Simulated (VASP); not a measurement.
Input of a VASP 6.6.1 run:

INCAR

```
SYSTEM = Ta2AlC2N
ALGO = Normal ; EDIFF = 1E-6
ENCUT = 700 ; GGA = PE
GGA_COMPAT = .FALSE. ; ISIF = 2
ISMEAR = 0 ; LASPH = .TRUE.
LCHARG = .FALSE. ; LREAL = .FALSE.
LWAVE = .FALSE. ; NBANDS = 30
NELM = 120 ; PREC = Accurate
SIGMA = 0.1
```

Contents of KPOINTS:

```
k-points
0
G
  6 6 6
  0 0 0
```

File POSCAR:

```
Ta2AlC2N
1.0
   -1.9423436500      1.9423436500      5.1790373600
    1.9423436500     -1.9423436500      5.1790373600
    1.9423436500      1.9423436500     -5.1790373600
Ta Al C N
2 1 2 1
Direct
    0.6457520100      0.6457520100      0.0000000000
    0.3542479900      0.3542479900      0.0000000000
    0.0000000000      0.0000000000      0.0000000000
    0.2500000000      0.7500000000      0.5000000000
    0.7500000000      0.2500000000      0.5000000000
    0.5000000000      0.5000000000      0.0000000000
```

Potentials or basis: VASP PAW PBE potentials, release 64 (Ta_sv_GW, Al, C, N).

Launch:

```console
$ cat potpaw_PBE.64/Ta_sv_GW/POTCAR potpaw_PBE.64/Al/POTCAR potpaw_PBE.64/C/POTCAR potpaw_PBE.64/N/POTCAR > POTCAR
$ mpirun -np 1 vasp_std > vasp.out
```

Problem. What does it give for the band gap on the k mesh?

Solution. Zero (bands 21 and 22 overlap by 1.39 eV).

Problem. What does it give for the largest force?

Solution. 33.614 eV/Å.

Problem. Predict the pressure.

Solution. 64.5 GPa.

Stress tensor (GPa, compression positive):
```
  8.46   0.00   0.00
  0.00   8.46   0.00
  0.00   0.00 176.72
```

Caveat: atoms lie so close that the PAW spheres overlap strongly, which falsifies energies and pressures; the stress differs along the axes, from 8 to 177 GPa; spin-orbit coupling is left out, which moves the levels of the heavy elements; forces of over 1 eV/Å act on the atoms, so gaps and moduli don't describe the material at rest.
